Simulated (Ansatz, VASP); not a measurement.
Two plane-wave programs on Ru

```
CELL_PARAMETERS angstrom
0.00000 2.72699 2.72699
2.72699 0.00000 2.72699
2.72699 2.72699 0.00000
ATOMIC_POSITIONS crystal
Ru 0.00000 0.00000 0.00000
Ru 0.25000 0.25000 0.25000
```

Alike in both runs: task electric field gradients; functional PBE; k mesh 10 × 10 × 10; occupations fermi-dirac, width 0.03 eV; no spin polarisation.

|  | VASP | Ansatz |
| --- | --- | --- |
| version | VASP 6.6.1 | Ansatz 0.2.0 |
| potentials or method | VASP PAW PBE potentials, release 64 (Ru_pv) | PAW with Ansatz's default frozen-core files, scalar-relativistic |
| plane-wave cutoff (eV) | 520 | 420 |
| valence electrons in the cell | 28 | 32 |

|  | VASP | Ansatz | Ansatz less VASP |
| --- | --- | --- | --- |
| pressure (GPa) | 0.3 | 0.0 | -0.25 |

VASP's potentials hold 28 valence electrons a cell and Ansatz's 32, so a difference there can come from the potentials and not from the codes.
